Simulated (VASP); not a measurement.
# Ga7N8 (a cell with a defect) in VASP: a series of runs, part 2 of 2

VASP 6.6.1.

## 4. Relaxation of the atoms, PBE (atoms taken out)

INCAR

```
SYSTEM = Ga7N8
ALGO = Fast
EDIFF = 1E-7
EDIFFG = -0.025
ENCUT = 520
GGA = PE
IBRION = 2
ISIF = 2
ISMEAR = 0
LASPH = .TRUE.
LCHARG = .FALSE.
LREAL = Auto
LWAVE = .FALSE.
NELECT = 130.0
NELM = 80
NSW = 65
PREC = Accurate
SIGMA = 0.01
```

KPOINTS

```
k-points
0
G
  3 3 3
  0 0 0
```

POSCAR

```
Ga7N8
1.0
    0.0000000000      0.0000000000     -5.2430304920
   -3.2184289239      5.5744824167      0.0000000000
    6.4368578478      0.0000000000      0.0000000000
Ga N
7 8
Direct
   -0.0004003414      0.8295899245      0.1582645962
    0.0002457101      0.3409225035      0.6710301510
    0.0002417266      0.8310182566      0.6710344422
    0.5082099843      0.1637918067      0.3382022800
    0.5082118416      0.6753229808      0.3382031846
    0.5083941992      0.1647549252      0.8285992333
    0.5038213752      0.6673242771      0.8337408469
    0.5650165495      0.3348991573      0.1688873408
    0.6298479062      0.8327231476      0.1645361937
    0.6299551366      0.3367330998      0.6693856423
    0.6299553930      0.8335606054      0.6693880893
    0.1398967961      0.1455308714      0.3548414768
    0.1398974538      0.7102239712      0.3548447304
    0.1392330933      0.1488079935      0.7967088359
    0.1296044838      0.6669235680      0.8329426320
```

Potentials or basis: VASP PAW PBE potentials, release 64 (Ga_d, N).

Started as:

```
$ cat potpaw_PBE.64/Ga_d/POTCAR potpaw_PBE.64/N/POTCAR > POTCAR
$ mpirun -np 1 vasp_std > vasp.out
```

OUTCAR:

```text
SYSTEM = Ga7N8
   EDIFF = 1E-7
   EDIFFG = -0.025
   ENCUT = 520
   GGA = PE
   IBRION = 2
   ISIF = 2
   ISMEAR = 0
   LASPH = .TRUE.
   LREAL = Auto
   NELECT = 130.0
   NELM = 80
   NSW = 65
   PREC = Accurate

 ion  position               nearest neighbor table
   1  1.000  0.830  0.158-  12 1.92  13 1.92  15 1.94   9 1.94
   2  0.000  0.341  0.671-  12 1.92  14 1.93  15 1.94  10 1.94
   3  0.000  0.831  0.671-  13 1.92  14 1.93  15 1.94  11 1.94
   4  0.508  0.164  0.338-   8 1.92  12 1.94   9 1.95  10 1.95
   5  0.508  0.675  0.338-   8 1.92  13 1.94   9 1.95  11 1.95
   6  0.508  0.165  0.829-   8 1.92  14 1.94  10 1.95  11 1.95
   7  0.504  0.667  0.834-  11 1.96  10 1.96   9 1.96  15 1.96
   8  0.565  0.335  0.169-   6 1.92   4 1.92   5 1.92
   9  0.630  0.833  0.165-   1 1.94   5 1.95   4 1.95   7 1.96
  10  0.630  0.337  0.669-   2 1.94   6 1.95   4 1.95   7 1.96
  11  0.630  0.834  0.669-   3 1.94   6 1.95   5 1.95   7 1.96
  12  0.140  0.146  0.355-   2 1.92   1 1.92   4 1.94
  13  0.140  0.710  0.355-   3 1.92   1 1.92   5 1.94
  14  0.139  0.149  0.797-   3 1.93   2 1.93   6 1.94
  15  0.130  0.667  0.833-   1 1.94   2 1.94   3 1.94   7 1.96

  LATTYP: Found a hexagonal cell.
 ALAT       =     6.4368578478
 C/A-ratio  =     0.8145325897

  Lattice vectors:

 A1 = (  -3.2184289239,   5.5744824167,   0.0000000000)
 A2 = (   6.4368578478,   0.0000000000,   0.0000000000)
 A3 = (   0.0000000000,   0.0000000000,  -5.2430304920)

Analysis of symmetry for initial positions (statically):
=====================================================================
 Subroutine PRICEL returns:
 Original cell was already a primitive cell.

 Routine SETGRP: Setting up the symmetry group for a
 hexagonal supercell.

 Subroutine GETGRP returns: Found  1 space group operations
 (whereof  1 operations were pure point group operations)
 out of a pool of 24 trial point group operations.

The static configuration has the point symmetry C_1 .

Analysis of symmetry for dynamics (positions and initial velocities):
=====================================================================
 Subroutine PRICEL returns:
 Original cell was already a primitive cell.

 Routine SETGRP: Setting up the symmetry group for a
 hexagonal supercell.

 Subroutine GETGRP returns: Found  1 space group operations
 (whereof  1 operations were pure point group operations)
 out of a pool of 24 trial point group operations.

The dynamic configuration has the point symmetry C_1 .

 Subroutine INISYM returns: Found  1 space group operations
 (whereof  1 operations are pure point group operations),
 and found     1 'primitive' translations

----------------------------------------------------------------------------------------

                                     Primitive cell

  volume of cell :     188.1312

  direct lattice vectors                    reciprocal lattice vectors
     0.000000000  0.000000000 -5.243030492     0.000000000  0.000000000 -0.190729389
    -3.218428924  5.574482417  0.000000000     0.000000000  0.179388852  0.000000000
     6.436857848  0.000000000  0.000000000     0.155355303  0.089694426  0.000000000

[... 90 lines left out ...]
   ISTART =      0    job   : 0-new  1-cont  2-samecut
   ICHARG =      2    charge: 1-file 2-atom 10-const
   ISPIN  =      1    spin polarized calculation?
   LNONCOLLINEAR =      F non collinear calculations
   LSORBIT =      F    spin-orbit coupling
   LASPH  =      T    aspherical Exc in radial PAW
   ENCUT  =  520.0 eV  38.22 Ry    6.18 a.u.   9.75 11.97 11.97*2*pi/ulx,y,z
   NELM   =     80;   NELMIN=  2; NELMDL= -5     # of ELM steps
   EDIFF  = 0.1E-06   stopping-criterion for ELM
   LREAL  =      T    real-space projection
   EDIFFG = -.3E-01   stopping-criterion for IOM
   NSW    =     65    number of steps for IOM
   IBRION =      2    ionic relax: 0-MD 1-quasi-New 2-CG
   NFREE  =      1    steps in history (QN), initial steepest desc. (CG)
   ISIF   =      2    stress and relaxation
   ISYM   =      2    0-nonsym 1-usesym 2-fastsym
   POTIM  = 0.5000    time-step for ionic-motion
   TEBEG  =    0.0;   TEEND  =   0.0 temperature during run
   PSTRESS=    0.0 pullay stress
   NELECT =     130.0000    total number of electrons
   NUPDOWN=      -1.0000    fix difference up-down
   EMIN   =  10.00;   EMAX   =-10.00  energy-range for DOS
   EFERMI =   0.00;   METHOD = LEGACY
   ISMEAR =     0;   SIGMA  =   0.01  broadening in eV -4-tet -1-fermi 0-gaus
   EFERMI_NEDOS =   21; number of points for ismear=-14 and -15
   IALGO  =     68    algorithm
   IMIX   =      4    mixing-type and parameters
     AMIX     =   0.40;   BMIX     =  1.00
     AMIX_MAG =   1.60;   BMIX_MAG =  1.00
  volume/ion in A,a.u.               =      12.54        84.64
  Fermi-wavevector in a.u.,A,eV,Ry     =   1.447335  2.735066 28.501184  2.094778
  Thomas-Fermi vector in A             =   2.565301
   LORBIT       =      0    0 simple, 1 ext, 2 COOP (PROOUT), +10 PAW based schemes
   GGA     = PE    functional components
   LHFCALC =     F    Hartree Fock is set to
   AEXX    =    0.0000 exact exchange contribution
   IVDW    =     0    specifies the selected vdW correction
   LEPSILON=     F    determine dielectric tensor
   LRPA    =     F    only Hartree local field effects (RPA)
 conjugate gradient relaxation of ions
 non-spin polarized calculation
 RMM-DIIS sequential band-by-band and
 Gauss-broadening in eV      SIGMA  =   0.01
  energy-cutoff  :      520.00
  volume of cell :      188.13
 maximum number of plane-waves:      5076
 NGX is ok and might be reduce to    40
   NGX = 19   NGY = 23   NGZ = 23

--------------------------------------- Ionic step        1  -------------------------------------------

 number of electron     130.0000022 magnetization

 Free energy of the ion-electron system (eV)
  ---------------------------------------------------
  ext. energy  EPLUGINS =         0.00000000
  ---------------------------------------------------
  free energy    TOTEN  =       -91.24956566 eV

  energy without entropy =      -91.24914774  energy(sigma->0) =      -91.24935670

------------------------ aborting loop because EDIFF is reached ----------------------------------------

  FORCE on cell =-STRESS in cart. coord.  units (eV):
  Direction    XX          YY          ZZ          XY          YZ          ZX
  --------------------------------------------------------------------------------------
  -------------------------------------------------------------------------------------
  Total       -6.6535386     -6.6821865     -4.3124040      0.0233435     -0.0073085     -0.0096742
  in kB      -56.6633714    -56.9073453    -36.7256233      0.1987998     -0.0622414     -0.0823885
  external PRESSURE =     -50.0987800 kB  Pullay stress =       0.0000000 kB
[... 128 lines left out ...]
  FREE ENERGIE OF THE ION-ELECTRON SYSTEM (eV)
  ---------------------------------------------------
  free  energy   TOTEN  =       -91.2798209737 eV

  energy  without entropy=      -91.2794030555  energy(sigma->0) =      -91.27961201

[... ionic steps 4 to 12 ...]

--------------------------------------- Ionic step       13  -------------------------------------------

 number of electron     130.0000027 magnetization

------------------------ aborting loop because EDIFF is reached ----------------------------------------
[... 93 lines left out ...]
--------------------------------------- Ionic step       15  -------------------------------------------

 number of electron     130.0000028 magnetization

 Free energy of the ion-electron system (eV)
  ---------------------------------------------------
  ext. energy  EPLUGINS =         0.00000000
  ---------------------------------------------------
  free energy    TOTEN  =       -91.35572004 eV

  energy without entropy =      -91.35572004  energy(sigma->0) =      -91.35572004

 E-fermi :   3.8354     XC(G=0): -10.7860

 val. band max:        3.7681477006   @ k =   0.0000   0.0000   0.0000
 cond. band min:       3.9044749860   @ k =   0.0000  -0.0000   0.3333
 fundamental gap:      0.1363272855
 Fermi energy:         3.8353528970

 k-point     1 :       0.0000    0.0000    0.0000
  band No.  band energies     occupation
      1     -12.0294      2.00000
      2     -11.1923      2.00000
      3     -11.1148      2.00000
      4     -11.0073      2.00000
      5     -11.0019      2.00000
      6     -10.7704      2.00000
[... 1109 lines left out ...]
     76      11.3496      0.00000
     77      11.5304      0.00000
 [bands above 77 left out]

------------------------ aborting loop because EDIFF is reached ----------------------------------------

  FORCE on cell =-STRESS in cart. coord.  units (eV):
  Direction    XX          YY          ZZ          XY          YZ          ZX
  --------------------------------------------------------------------------------------
  -------------------------------------------------------------------------------------
  Total       -5.4811046     -5.4986055      1.7465813      0.0150063     -0.0127953     -0.0199875
  in kB      -46.6786000    -46.8276422     14.8743685      0.1277979     -0.1089685     -0.1702188
  external PRESSURE =     -26.2106246 kB  Pullay stress =       0.0000000 kB
[... 30 lines left out ...]
  FREE ENERGIE OF THE ION-ELECTRON SYSTEM (eV)
  ---------------------------------------------------
  free  energy   TOTEN  =       -91.3557200406 eV

  energy  without entropy=      -91.3557200406  energy(sigma->0) =      -91.35572004

 reached required accuracy - stopping structural energy minimisation
```

It took 1.5 h on 1 thread of Oxide Virtual Turin-like, shared host; peak memory 0.36 GiB.

What came out:

```
Free energy                  : -91.3557 eV
Energy gained by relaxing    : 7.1 meV/atom
Ionic steps                  : 15
Largest force after relaxing : 0.021 eV/Å
```

Forces on the atoms (eV/Å):
```
Ga  -0.006 -0.002 -0.009
Ga  -0.009  0.006 -0.008
Ga   0.003 -0.011 -0.005
Ga   0.012 -0.007 -0.014
Ga   0.000  0.015 -0.013
Ga  -0.010 -0.004 -0.018
Ga   0.001 -0.001 -0.006
N    0.006  0.004  0.013
N   -0.001 -0.001  0.005
N   -0.004 -0.002  0.006
N   -0.004 -0.005  0.005
N    0.004  0.001  0.018
N    0.002  0.001  0.016
N    0.007  0.006  0.018
N    0.000  0.001 -0.008
```

The path:
```csv
step,energy change (eV),largest force (eV/Å),pressure (GPa)
1,0.0000,0.4020,-5.01
2,-0.0269,0.3334,-4.86
3,-0.0303,0.3560,-4.76
4,-0.0524,0.2553,-4.45
5,-0.0736,0.3207,-3.76
6,-0.0924,0.1842,-3.24
7,-0.0944,0.2013,-2.99
8,-0.0996,0.1567,-2.60
9,-0.0997,0.1594,-2.62
10,-0.1036,0.0787,-2.65
11,-0.1038,0.0947,-2.65
12,-0.1046,0.0677,-2.66
13,-0.1046,0.0625,-2.66
14,-0.1055,0.0414,-2.64
15,-0.1062,0.0207,-2.62
```

Final structure:
```
Ga N
1.0
     0.00000    0.00000   -5.24303
    -3.21843    5.57448    0.00000
     6.43686    0.00000    0.00000
Ga N
7 8
Direct
  0.99378 0.82733 0.15376
  0.99422 0.34739 0.67468
  0.99426 0.82825 0.67468
  0.51178 0.16340 0.33854
  0.51179 0.67597 0.33851
  0.51183 0.16354 0.82621
  0.50523 0.66754 0.83414
  0.53575 0.33435 0.16786
  0.63131 0.83188 0.16289
  0.63150 0.33884 0.67003
  0.63153 0.83212 0.67003
  0.14875 0.13208 0.36929
  0.14876 0.73814 0.36930
  0.14856 0.13386 0.76678
  0.13307 0.66743 0.83393
```

Caveat: the k points lie up to 0.40 Å⁻¹ apart; the cell carries a net charge on a neutralising background, which shifts energy and pressure; the cell differs from its parent crystal (atoms taken out); the cell is charged against a uniform background, so pressure and absolute levels hang on convention.
